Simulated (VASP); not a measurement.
Input of a VASP 6.6.1 run:

The input INCAR:

```
ALGO = Normal
EDIFF = 1E-6
ENCUT = 520
GGA = PE
ISIF = 2
ISMEAR = -1
ISPIN = 2
LASPH = True
LCHARG = True
LELF = True
LMAXMIX = 4
LORBIT = 11
LREAL = False
LVHAR = True
LWAVE = False
MAGMOM = 1.45
NBANDS = 15
NELM = 150
NUPDOWN = 1.45
PREC = Accurate
SIGMA = 0.1
```

Contents of KPOINTS:

```
k-points
0
Gamma
  12 12 12
```

The input POSCAR:

```
Ni
1.0
    0.0000000000      1.7673500000      1.7673500000
    1.7673500000      0.0000000000      1.7673500000
    1.7673500000      1.7673500000      0.0000000000
Ni
1
Direct
    0.0000000000      0.0000000000      0.0000000000
```

Potentials or basis: VASP PAW PBE potentials, release 64 (Ni).

Launch:

```bash
$ cat potpaw_PBE.64/Ni/POTCAR > POTCAR
$ mpirun -np 1 vasp_std > vasp.out
```

Estimate the pressure.

8.1 GPa.

Caveat: the total moment is fixed, so each spin has its own Fermi level.
